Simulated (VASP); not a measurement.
# MoS2 (P-3m1) in VASP: a series of runs

MoS2 is run at these levels: PBEsol; tasks: single point, relaxation of cell and atoms.

Everything below comes from runs of VASP 6.6.1. Logs are shortened: lines on timing, memory, paths and dates and some standing lists are left out, and cuts for length are marked.

**1. The cell of the first run**

It takes space group P-3m1 (No. 164, trigonal). Conventional cell: a = 3.142 Å, b = 3.142 Å, c = 6.258 Å, α = 90.00°, β = 90.00°, γ = 120.00°. Within 3.2 Å of Mo (site symmetry -3m) lie 6 S at 2.41 Å and 6 Mo at 3.14 Å. Within 3.2 Å of S (site symmetry 3m) lie 3 Mo at 2.41 Å and 6 S at 3.14 Å.

**2. Single point, PBEsol**

Contents of INCAR:

```
SYSTEM = MoS2
ALGO = Normal ; EDIFF = 1E-7
ENCUT = 520 ; GGA = PS
ISIF = 2 ; ISMEAR = -1
LASPH = .True. ; LCHARG = .False.
LREAL = .False. ; LWAVE = .False.
NBANDS = 20 ; NELM = 100
PREC = Accurate ; SIGMA = 0.03
```

Contents of KPOINTS:

```
k-points
0
Gamma
  6 6 4
  0 0 0
```

Contents of POSCAR:

```
MoS2
1.0
    3.1418258387      0.0000000000      0.0000000000
   -1.5709129193      2.7209009906      0.0000000000
    0.0000000000      0.0000000000      6.2577723713
Mo S
1 2
Direct
    0.0000000000      0.0000000000      0.0000000000
    0.3333333333      0.6666666667      0.2531891052
    0.6666666667      0.3333333333      0.7468108948
```

Potentials or basis: VASP PAW PBE potentials, release 64 (Mo_sv, S).

On the command line:

```console
$ cat potpaw_PBE.64/Mo_sv/POTCAR potpaw_PBE.64/S/POTCAR > POTCAR
$ mpirun -np 1 vasp_std > vasp.out
```

OUTCAR:

```text
SYSTEM = MoS2
   EDIFF = 1E-7
   ENCUT = 520
   GGA = PS
   ISIF = 2
   ISMEAR = -1
   LASPH = .True.
   LREAL = .False.
   NELM = 100
   PREC = Accurate

 ion  position               nearest neighbor table
   1  0.000  0.000  0.000-   2 2.41   3 2.41   2 2.41   3 2.41   3 2.41   2 2.41
   2  0.333  0.667  0.253-   1 2.41   1 2.41   1 2.41
   3  0.667  0.333  0.747-   1 2.41   1 2.41   1 2.41

  LATTYP: Found a hexagonal cell.
 ALAT       =     3.1418258387
 C/A-ratio  =     1.9917629724

  Lattice vectors:

 A1 = (   3.1418258387,   0.0000000000,   0.0000000000)
 A2 = (  -1.5709129193,   2.7209009906,   0.0000000000)
 A3 = (   0.0000000000,   0.0000000000,   6.2577723713)

Analysis of symmetry for initial positions (statically):
=====================================================================
 Subroutine PRICEL returns:
 Original cell was already a primitive cell.

 Routine SETGRP: Setting up the symmetry group for a
 hexagonal supercell.

 Subroutine GETGRP returns: Found 12 space group operations
 (whereof 12 operations were pure point group operations)
 out of a pool of 24 trial point group operations.

The static configuration has the point symmetry D_3d.

Analysis of symmetry for dynamics (positions and initial velocities):
=====================================================================
 Subroutine PRICEL returns:
 Original cell was already a primitive cell.

 Routine SETGRP: Setting up the symmetry group for a
 hexagonal supercell.

 Subroutine GETGRP returns: Found 12 space group operations
 (whereof 12 operations were pure point group operations)
 out of a pool of 24 trial point group operations.

The dynamic configuration has the point symmetry D_3d.

 Subroutine INISYM returns: Found 12 space group operations
 (whereof 12 operations are pure point group operations),
 and found     1 'primitive' translations

----------------------------------------------------------------------------------------

                                     Primitive cell

  volume of cell :      53.4952

  direct lattice vectors                    reciprocal lattice vectors
     3.141825839  0.000000000  0.000000000     0.318286261  0.183762659  0.000000000
    -1.570912919  2.720900991  0.000000000     0.000000000  0.367525317  0.000000000
     0.000000000  0.000000000  6.257772371     0.000000000  0.000000000  0.159801274

  length of vectors
[... 81 lines left out ...]
   ENCUT  =  520.0 eV  38.22 Ry    6.18 a.u.   5.84  5.84 11.64*2*pi/ulx,y,z
   NELM   =    100;   NELMIN=  2; NELMDL= -5     # of ELM steps
   EDIFF  = 0.1E-06   stopping-criterion for ELM
   LREAL  =      F    real-space projection
   EDIFFG = 0.1E-05   stopping-criterion for IOM
   NSW    =      0    number of steps for IOM
   IBRION =     -1    ionic relax: 0-MD 1-quasi-New 2-CG
   NFREE  =      0    steps in history (QN), initial steepest desc. (CG)
   ISIF   =      2    stress and relaxation
   ISYM   =      2    0-nonsym 1-usesym 2-fastsym
   POTIM  = 0.5000    time-step for ionic-motion
   TEBEG  =    0.0;   TEEND  =   0.0 temperature during run
   PSTRESS=    0.0 pullay stress
   NELECT =      26.0000    total number of electrons
   NUPDOWN=      -1.0000    fix difference up-down
   EMIN   =  10.00;   EMAX   =-10.00  energy-range for DOS
   EFERMI =   0.00;   METHOD = LEGACY
   ISMEAR =    -1;   SIGMA  =   0.03  broadening in eV -4-tet -1-fermi 0-gaus
   EFERMI_NEDOS =   21; number of points for ismear=-14 and -15
   IALGO  =     38    algorithm
   IMIX   =      4    mixing-type and parameters
     AMIX     =   0.40;   BMIX     =  1.00
     AMIX_MAG =   1.60;   BMIX_MAG =  1.00
  volume/ion in A,a.u.               =      17.83       120.33
  Fermi-wavevector in a.u.,A,eV,Ry     =   1.287146  2.432353 22.541375  1.656744
  Thomas-Fermi vector in A             =   2.419178
   LORBIT       =      0    0 simple, 1 ext, 2 COOP (PROOUT), +10 PAW based schemes
   GGA     = PS    functional components
   LHFCALC =     F    Hartree Fock is set to
   AEXX    =    0.0000 exact exchange contribution
   IVDW    =     0    specifies the selected vdW correction
   LEPSILON=     F    determine dielectric tensor
   LRPA    =     F    only Hartree local field effects (RPA)
 non-spin polarized calculation
  energy-cutoff  :      520.00
  volume of cell :       53.50
 maximum number of plane-waves:      1452
 NGX is ok and might be reduce to    24
   NGX = 11   NGY = 11   NGZ = 23

 number of electron      25.9999999 magnetization

 Free energy of the ion-electron system (eV)
  ---------------------------------------------------
  ext. energy  EPLUGINS =         0.00000000
  ---------------------------------------------------
  free energy    TOTEN  =       -22.63808035 eV

  energy without entropy =      -22.63437219  energy(sigma->0) =      -22.63622627

 E-fermi :   7.5763     XC(G=0): -10.9932

 val. band max:        7.5746326772   @ k =   0.1667   0.1667   0.5000
 cond. band min:       7.6045929009   @ k =   0.0000   0.0000   0.0000
 fundamental gap:      0.0299602238
 Fermi energy:         7.5762582860

 k-point     1 :       0.0000    0.0000    0.0000
  band No.  band energies     occupation
      1     -54.0237      2.00000
      2     -28.1391      2.00000
      3     -28.0087      2.00000
      4     -28.0087      2.00000
      5      -7.4857      2.00000
      6      -5.9757      2.00000
[... 541 lines left out ...]
     19      15.5304      0.00000
     20      15.5322      0.00000

------------------------ aborting loop because EDIFF is reached ----------------------------------------

  FORCE on cell =-STRESS in cart. coord.  units (eV):
  Direction    XX          YY          ZZ          XY          YZ          ZX
  --------------------------------------------------------------------------------------
  -------------------------------------------------------------------------------------
  Total        0.0035420      0.0035420     -0.0024921      0.0000000      0.0000000      0.0000000
  in kB        0.1060840      0.1060840     -0.0746382      0.0000000      0.0000000      0.0000000
  external PRESSURE =       0.0458433 kB  Pullay stress =       0.0000000 kB

 VOLUME and BASIS-vectors are now :
 -----------------------------------------------------------------------------
  energy-cutoff  :      520.00
  volume of cell :       53.50
      direct lattice vectors                 reciprocal lattice vectors
     3.141825839  0.000000000  0.000000000     0.318286261  0.183762659  0.000000000
    -1.570912919  2.720900991  0.000000000     0.000000000  0.367525317  0.000000000
     0.000000000  0.000000000  6.257772371     0.000000000  0.000000000  0.159801274

 POSITION                                       TOTAL-FORCE (eV/Angst)
 -----------------------------------------------------------------------------------
      0.00000      0.00000      0.00000         0.000000      0.000000      0.000000
     -0.00000      1.81393      1.58440        -0.000000     -0.000000      0.001394
      1.57091      0.90697      4.67337         0.000000      0.000000     -0.001394
 -----------------------------------------------------------------------------------
    total drift:                               -0.000000     -0.000000     -0.000000

  FREE ENERGIE OF THE ION-ELECTRON SYSTEM (eV)
  ---------------------------------------------------
  free  energy   TOTEN  =       -22.6380803514 eV

  energy  without entropy=      -22.6343721863  energy(sigma->0) =      -22.63622627
```

stdout:

```text
POSCAR found type information on POSCAR MoS
 POSCAR found :  2 types and       3 ions
 scaLAPACK will be used
 -----------------------------------------------------------------------------
|                                                                             |
|                                                                             |
|     You enforced a specific xc type in the INCAR file but a different       |
|     I HOPE YOU KNOW WHAT YOU ARE DOING!                                     |
|                                                                             |
 -----------------------------------------------------------------------------

 LDA part: xc-table for (Slater+PW92), standard interpolation
 POSCAR, INCAR and KPOINTS ok, starting setup
 FFT: planning ... GRIDC
 FFT: planning ... GRID_SOFT
 FFT: planning ... GRID
 WAVECAR not read
 entering main loop
```

It took 16 s on 1 thread of Intel Xeon Platinum 8488C (Sapphire Rapids), shared host; peak memory 0.17 GiB.

Results:

```yaml
Free_energy: -22.6381 eV
Pressure: 0.0 GPa
Band_gap_on_the_k_mesh: zero (band 13 reaches 8.42 eV, above the bottom of band 14 at 7.52 eV)
```

Levels at points of the mesh, in eV from the Fermi level:
```csv
k point,band 9,band 10,band 11,band 12,band 13,band 14,band 15,band 16,band 17,band 18
"(0.00, 0.00, 0.00)",-3.80,-1.87,-1.49,-0.83,-0.83,0.03,0.03,3.30,3.30,6.32
"(0.50, 0.00, 0.00)",-4.94,-3.97,-3.27,-1.92,-1.57,1.31,1.89,3.77,3.90,5.55
"(0.00, 0.00, 0.50)",-3.78,-3.78,-0.84,-0.84,-0.24,-0.06,-0.06,3.49,3.49,6.25
"(0.50, 0.00, 0.50)",-4.98,-4.03,-2.41,-2.34,-1.36,1.31,2.02,3.35,4.35,5.02
```

Caveat: the k points lie up to 0.38 Å⁻¹ apart; the PAW data sets were made with another functional, which shifts forces and pressure a little; this functional lacks dispersion, which binds the layers, so the pressure and a relaxed spacing across them are unreliable.

**3. Relaxation of cell and atoms, PBEsol**

This run uses another cell than the first one, of 26.34 Å³/atom, 1.477 times its volume.

Contents of INCAR:

```
SYSTEM = MoS2
  PREC = Accurate
  ENCUT = 600
  EDIFF = 1E-7
  ISMEAR = -1
  SIGMA = 0.03
  LREAL = .False.
  LASPH = .True.
  NELM = 80
  ALGO = Normal
  ISIF = 3
  LWAVE = .False.
  LCHARG = .False.
  GGA = PS
  IBRION = 2
  NSW = 100
  EDIFFG = -0.01
```

Contents of KPOINTS:

```
regular mesh
0
Gamma
  6 6 4
  0 0 0
```

Contents of POSCAR:

```
MoS2
1.0
    3.8778126800      0.0000000000      0.0000000000
   -1.9389063400      3.3582842920      0.0000000000
    0.0000000000      0.0000000000      6.0689055160
Mo S
1 2
Direct
    0.0000000000      0.0000000000      0.0000000000
    0.3333333333      0.6666666667      0.2596354077
    0.6666666667      0.3333333333      0.7403645923
```

Potentials or basis: VASP PAW PBE potentials, release 64 (Mo_sv, S).

On the command line:

```console
$ cat potpaw_PBE.64/Mo_sv/POTCAR potpaw_PBE.64/S/POTCAR > POTCAR
$ mpirun -np 1 vasp_std > vasp.out
```

Wall time 7.3 min (1 thread of Intel Xeon Platinum 8488C (Sapphire Rapids), shared host); peak memory 0.25 GiB.

It converged, with:

| Item | Value |
| --- | --- |
| Free energy | -22.6422 eV |
| Relaxed volume | 17.90 Å³/atom |
| Relaxed cell | a = 3.144 Å, b = 3.144 Å, c = 6.275 Å, α = 90.00°, β = 90.00°, γ = 120.00° |
| Space group after relaxing (to 0.05 Å) | P-3m1 (No. 164) |
| Energy gained by relaxing | 1069.5 meV/atom |
| Ionic steps | 24 |
| Pressure after relaxing | -0.1 GPa |
| Band gap on the k mesh | zero (band 13 reaches 8.36 eV, above the bottom of band 14 at 7.46 eV) |

The path:
```csv
step,energy change (eV),largest force (eV/Å),pressure (GPa),volume (Å³)
1,0.0000,2.5793,-23.66,79.03
2,-0.1533,8.5634,75.33,42.26
3,-2.8290,0.8510,-3.03,56.03
4,-2.8385,1.0632,-1.29,55.37
5,-2.8403,1.2037,-0.12,54.95
6,-3.1187,0.6613,0.20,53.09
7,-3.2017,0.0384,0.62,51.54
8,-3.2020,0.0001,0.65,51.43
9,-3.2018,0.0253,0.68,51.36
10,-3.2014,0.1956,-0.98,51.93
11,-3.2023,0.0999,-0.05,51.60
12,-3.2031,0.0706,-0.01,51.76
13,-3.2041,0.0189,0.01,52.21
14,-3.2048,0.0065,-0.09,52.35
15,-3.2061,0.0252,-0.38,52.78
16,-3.2073,0.0826,-0.91,53.61
17,-3.2077,0.0684,-0.79,53.63
18,-3.2083,0.0249,-0.39,53.69
19,-3.2083,0.0670,0.39,53.81
20,-3.2086,0.0177,-0.04,53.75
21,-3.2086,0.0197,-0.03,53.75
22,-3.2086,0.0179,-0.03,53.75
23,-3.2086,0.0124,-0.04,53.74
24,-3.2086,0.0020,-0.05,53.71
```

Final structure:
```
Mo S
1.0
     3.14404    0.00000    0.00000
    -1.57202    2.72282    0.00000
     0.00000    0.00000    6.27456
Mo S
1 2
Direct
  0.00000 0.00000 0.00000
  0.33333 0.66667 0.25233
  0.66667 0.33333 0.74767
```

Levels at points of the mesh, in eV from the Fermi level:
| k point | band 9 | band 10 | band 11 | band 12 | band 13 | band 14 | band 15 | band 16 | band 17 |
| --- | --- | --- | --- | --- | --- | --- | --- | --- | --- |
| (0.00, 0.00, 0.00) | -3.80 | -1.89 | -1.47 | -0.84 | -0.84 | 0.02 | 0.02 | 3.30 | 3.30 |
| (0.50, 0.00, 0.00) | -4.93 | -3.97 | -3.25 | -1.91 | -1.56 | 1.30 | 1.89 | 3.76 | 3.90 |
| (0.00, 0.00, 0.50) | -3.79 | -3.79 | -0.84 | -0.84 | -0.24 | -0.06 | -0.06 | 3.49 | 3.49 |
| (0.50, 0.00, 0.50) | -4.97 | -4.03 | -2.39 | -2.34 | -1.37 | 1.30 | 2.01 | 3.36 | 4.36 |

Caveat: the volume moved by over 15 % at a fixed basis, so the end points are rough; the PAW data sets were made with another functional, which shifts forces and pressure a little; this functional lacks dispersion, which binds the layers, so the pressure and a relaxed spacing across them are unreliable.
